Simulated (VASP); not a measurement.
Set up this calculation in VASP 6.6.1, as the native input.

```yaml
Task: single point
Functional: PBEsol
Potentials_or_basis: VASP PAW PBE potentials, release 64 (Cs_sv, Pb_d, Cl)
Cutoff: 520 eV
k_mesh: 6 × 6 × 6
Occupations: gaussian, width 0.02 eV
Spin: no spin polarisation
Dipole_correction: no
Further_INCAR_settings: ALGO = Normal; EDIFF = 1e-06; NBANDS = 30
```

The structure of CsPbCl3 lies in POSCAR:

```
CsPbCl3
1.0
    5.6186534459      0.0000000000      0.0000000000
    0.0000000000      5.6186534459      0.0000000000
    0.0000000000      0.0000000000      5.6186534459
Cs Pb Cl
1 1 3
Direct
    0.0000000000      0.0000000000      0.0000000000
    0.5000000000      0.5000000000      0.5000000000
    0.5000000000      0.5000000000      0.0000000000
    0.0000000000      0.5000000000      0.5000000000
    0.5000000000      0.0000000000      0.5000000000
```

The input as run:

INCAR

```
ALGO = Normal
EDIFF = 1E-6
ENCUT = 520
GGA = PS
ISIF = 2
ISMEAR = 0
LASPH = True
LCHARG = False
LREAL = False
LWAVE = False
NBANDS = 30
NELM = 80
PREC = Accurate
SIGMA = 0.02
```

KPOINTS

```
k-points
0
Gamma
  6 6 6
```

Potentials or basis: VASP PAW PBE potentials, release 64 (Cs_sv, Pb_d, Cl).

Run with:

```bash
$ cat potpaw_PBE.64/Cs_sv/POTCAR potpaw_PBE.64/Pb_d/POTCAR potpaw_PBE.64/Cl/POTCAR > POTCAR
$ mpirun -np 1 vasp_std > vasp.out
```

It gave:

The pressure is 0.0 GPa. The band gap on the k mesh is 1.84 eV, direct.

Caveat: the PAW data sets were made with another functional, which shifts forces and pressure a little; spin-orbit coupling is left out, which moves the levels of the heavy elements.

Wall time 2.1 min on 1 thread of Oxide Virtual Turin-like Processor, on a shared host, peak memory 0.28 GiB.
